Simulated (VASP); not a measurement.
A run of VASP 6.6.1:

Contents of INCAR:

```
SYSTEM = FePt
PREC     = Accurate       ! precision mode
ENCUT    = 600            ! plane-wave cutoff, eV
EDIFF    = 1E-6           ! SCF threshold, eV
ISMEAR   = 0              ! smearing method
SIGMA    = 0.2            ! smearing width, eV
LREAL    = .FALSE.        ! projectors in reciprocal space
LASPH    = .TRUE.         ! aspherical terms in the spheres
NELM     = 200            ! most SCF steps
ALGO     = Normal         ! electronic algorithm
ISIF     = 2              ! what is computed and relaxed
LWAVE    = .FALSE.        ! write WAVECAR
LCHARG   = .FALSE.        ! write CHGCAR
ISPIN    = 2              ! spin polarisation
MAGMOM   = 3.28 3.28 0.42 0.42 ! initial moments
LORBIT   = 11             ! projections on sites
LMAXMIX  = 4              ! l up to which the mixer works
GGA      = PE             ! functional
NBANDS   = 30             ! bands
GGA_COMPAT= .FALSE.
```

KPOINTS

```
Automatic mesh
0
G
  8 8 4
  0 0 0
```

File POSCAR:

```
FePt
1.0
    2.7291032820      0.0000000000      0.0000000000
    0.0000000000      2.7291032820      0.0000000000
    0.0000000000      0.0000000000      7.5304517136
Fe Pt
2 2
Direct
    0.5000000000      0.5000000000      0.2500000000
    0.5000000000      0.5000000000      0.7500000000
    0.0000000000      0.0000000000      0.0000000000
    0.0000000000      0.0000000000      0.5000000000
```

Potentials or basis: VASP PAW PBE potentials, release 64 (Fe, Pt).

The run is started by

```console
$ cat potpaw_PBE.64/Fe/POTCAR potpaw_PBE.64/Pt/POTCAR > POTCAR
$ mpirun -np 1 vasp_std > vasp.out
```

Hardware: 1 thread of Oxide Virtual Turin-like Processor (shared host).

Problem. Estimate the wall time of this run.

Solution. Wall time 3.3 min on 1 thread of Oxide Virtual Turin-like Processor, with other jobs on the host, peak memory 0.27 GiB. Counts: scf iterations 16, k points 45.
